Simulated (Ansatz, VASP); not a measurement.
# MgS in VASP and in Ansatz

File POSCAR:

```
MgS
1.0
    0.0000000000      2.8331200468      2.8331200468
    2.8331200468      0.0000000000      2.8331200468
    2.8331200468      2.8331200468      0.0000000000
S Mg
1 1
Direct
    0.2500000000      0.2500000000      0.2500000000
    0.0000000000      0.0000000000      0.0000000000
```

File INCAR.step1:

```
PREC = Accurate ; ENCUT = 520
EDIFF = 1E-5 ; ISMEAR = 0
SIGMA = 0.01 ; LREAL = False
LASPH = True ; NELM = 80
ALGO = Normal ; ISIF = 2
LWAVE = True ; LCHARG = False
GGA = PE ; NBANDS = 11
```

INCAR.step2

```
PREC = Accurate ; ENCUT = 520
EDIFF = 1E-6 ; ISMEAR = 0
SIGMA = 0.01 ; LREAL = False
LASPH = True ; NELM = 80
ALGO = Normal ; ISIF = 2
LWAVE = False ; LCHARG = False
GGA = PE ; LHFCALC = True
HFSCREEN = 0.2079 ; PRECFOCK = Normal
ISTART = 1 ; NBANDS = 11
```

Contents of KPOINTS:

```
Automatic mesh
0
Gamma
  6 6 6
```

input

```
crystal:
  lattice:
    - [0.0, 2.8331200468, 2.8331200468]
    - [2.8331200468, 0.0, 2.8331200468]
    - [2.8331200468, 2.8331200468, 0.0]
  atoms:
    - { symbol: S, position: [0.25, 0.25, 0.25] }
    - { symbol: Mg, position: [0.0, 0.0, 0.0] }
kpoints:
  mp_grid: { grid: [6, 6, 6] }
  band_path:
    path:
      - [0.0, 0.0, 0.0]
      - [-0.5, -0.5, 0.0]
      - [-0.375, -0.375, 0.25]
      - [-0.375, 0.0, 0.375]
      - [0.0, 0.0, 0.5]
      - [-0.5, -0.25, 0.25]
    npoints: 1
hamiltonian:
  xc: hse06
scf:
  occupations: { method: fixed }
  n_extra_bands: 4
output:
  forces: true
  stress: true
  eigenvalues: true
  write_density: true
  write_potential: true
  elf: true
  volumetric_format: npy
```

Alike in both runs: functional HSE06; k mesh 6 × 6 × 6; no spin polarisation.

|  | VASP | Ansatz |
| --- | --- | --- |
| version | VASP 6.6.1 | Ansatz 0.2.0 |
| potentials or method | VASP PAW PBE potentials, release 64 (S, Mg) | Ansatz PAW |
| plane-wave cutoff (eV) | 520 | 420 |
| occupations | gaussian, width 0.01 eV | fixed |
| valence electrons in the cell | 8 | 16 |
| task | single point | band structure |

Ansatz gave:

| Quantity | Value |
| --- | --- |
| gap on the k mesh at the Fermi level (eV) | 4.52 |
| least direct gap on the mesh (eV) | 4.52 |
| pressure (GPa) | -0.1 |

Q: What did VASP give for the same quantities?

A: gap on the k mesh at the Fermi level (eV): 4.50; least direct gap on the mesh (eV): 4.50; pressure (GPa): -0.3.

VASP's potentials hold 8 valence electrons a cell and Ansatz's 16, so a difference there can come from the potentials and not from the codes.
